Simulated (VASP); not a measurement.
A run of VASP 6.6.1:

Contents of INCAR:

```
SYSTEM = BeBr
  PREC = Accurate
  ENCUT = 520
  EDIFF = 1E-6
  ISMEAR = 0
  SIGMA = 0.1
  LREAL = .FALSE.
  LASPH = .TRUE.
  NELM = 60
  ALGO = Normal
  ISIF = 2
  LWAVE = .FALSE.
  LCHARG = .TRUE.
  LDIPOL = .TRUE.
  IDIPOL = 3
  DIPOL = 0.5 0.5 0.479
  GGA = PE
  LELF = .TRUE.
  LVHAR = .TRUE.
  LVACPOTAV = .TRUE.
  NBANDS = 17
```

File KPOINTS:

```
Automatic mesh
0
G
  4 4 1
  0 0 0
```

The input POSCAR:

```
BeBr
1.0
    4.3400110000      0.0000000000      0.0000000000
    0.0000000000      4.3400110000      0.0000000000
    0.0000000000      0.0000000000     16.0000000000
Be Br
2 2
Direct
    0.5000000000      0.0000000000      0.4502890400
    0.0000000000      0.5000000000      0.4502890400
    0.0000000000      0.0000000000      0.4651001800
    0.5000000000      0.5000000000      0.5497109600
```

Potentials or basis: VASP PAW PBE potentials, release 64 (Be, Br).

Launch:

```console
$ cat potpaw_PBE.64/Be/POTCAR potpaw_PBE.64/Br/POTCAR > POTCAR
$ mpirun -np 1 vasp_std > vasp.out
```

Hardware: 1 thread of Intel(R) Xeon(R) 6975P-C (Granite Rapids), with other jobs on the host.

**Question.** Estimate the wall time of this run.

**Answer.** Run time: 20 s on 1 thread of Intel(R) Xeon(R) 6975P-C (Granite Rapids), on a shared host, peak memory 0.34 GiB. Counts: scf iterations 18, k points 6.
